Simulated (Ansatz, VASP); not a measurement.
One calculation of Al6Co5Ni, two programs

```xyz
12
Lattice="4.0199 0.0000 0.0000 0.0000 4.0199 0.0000 0.0000 0.0000 8.7073" Properties=species:S:1:pos:R:3 pbc="T T T"
Al    0.0000    2.0099    7.2384
Al    0.0000    2.0099    1.4691
Al    0.0000    2.0099    4.3537
Al    2.0099    0.0000    7.2384
Al    2.0099    0.0000    1.4691
Al    2.0099    0.0000    4.3537
Co    0.0000    0.0000    5.8100
Co    0.0000    0.0000    0.0000
Co    0.0000    0.0000    2.8974
Co    2.0099    2.0099    5.8002
Co    2.0099    2.0099    2.9072
Ni    2.0099    2.0099   -0.0004
```

Alike in both runs: functional PBE; k mesh 4 × 4 × 2; occupations gaussian, width 0.1 eV; collinear spin.

Ansatz relaxed the structure, and its values are those at the end. VASP's run is a single point on that final structure, the one shown.

|  | VASP | Ansatz |
| --- | --- | --- |
| version | VASP 6.6.1 | Ansatz 0.2.0 |
| potentials or method | VASP PAW PBE potentials, release 64 (Al, Co, Ni), cutoff 520 eV | scalar-relativistic, plane waves, PAW |
| valence electrons in the cell | 73 | 121 |

Ansatz gave:

| Property | Result |
| --- | --- |
| gap on the k mesh at the Fermi level (eV) | none |
| pressure (GPa) | -0.2 |
| rms of the force components (eV/Å) | 0.003 |
| net moment per atom (μB) | 0.06 |
| size of the moment on the site where the two differ most (μB) | 0.37 |

Task: What did VASP give for the same quantities?

Result: gap on the k mesh at the Fermi level (eV): none; pressure (GPa): -0.2; rms of the force components (eV/Å): 0.003; net moment per atom (μB): 0.06; size of the moment on the site where the two differ most (μB): 0.36.

Site moments also hang on the region over which each program counts them. A gap of «none» marks a metal or a gap that the smearing closes. With one functional, cell and mesh, what is left measures potentials, basis and numerics. VASP's potentials hold 73 valence electrons a cell and Ansatz's 121, so a difference there can come from the potentials and not from the codes. Ansatz's warnings: seeded moment not kept.

The k mesh is coarse, so the values compare programs but aren't converged.
